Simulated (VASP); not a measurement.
A run of VASP 6.6.1 is set up as follows.

Contents of INCAR:

```
SYSTEM = Au
PREC     = Accurate       ! precision mode
ENCUT    = 520            ! plane-wave cutoff, eV
EDIFF    = 1E-7           ! SCF threshold, eV
ISMEAR   = -1             ! smearing method
SIGMA    = 0.08           ! smearing width, eV
LREAL    = .FALSE.        ! projectors in reciprocal space
LASPH    = .TRUE.         ! aspherical terms in the spheres
NELM     = 80             ! most SCF steps
ALGO     = Normal         ! electronic algorithm
ISIF     = 2              ! what is computed and relaxed
LWAVE    = .FALSE.        ! write WAVECAR
LCHARG   = .FALSE.        ! write CHGCAR
NBANDS   = 12             ! bands
```

File KPOINTS:

```
Automatic mesh
0
G
  18 18 18
  0 0 0
```

POSCAR

```
Au
1.0
    0.0000000000      1.9827908268      1.9827908268
    1.9827908268      0.0000000000      1.9827908268
    1.9827908268      1.9827908268      0.0000000000
Au
1
Direct
    0.0000000000      0.0000000000      0.0000000000
```

Potentials or basis: VASP PAW LDA potentials, release 64 (Au).

Launch:

```console
$ cat potpaw_LDA.64/Au/POTCAR > POTCAR
$ mpirun -np 1 vasp_std > vasp.out
```

(1) What does it give for the pressure?

Answers

(1) 14.9 GPa.
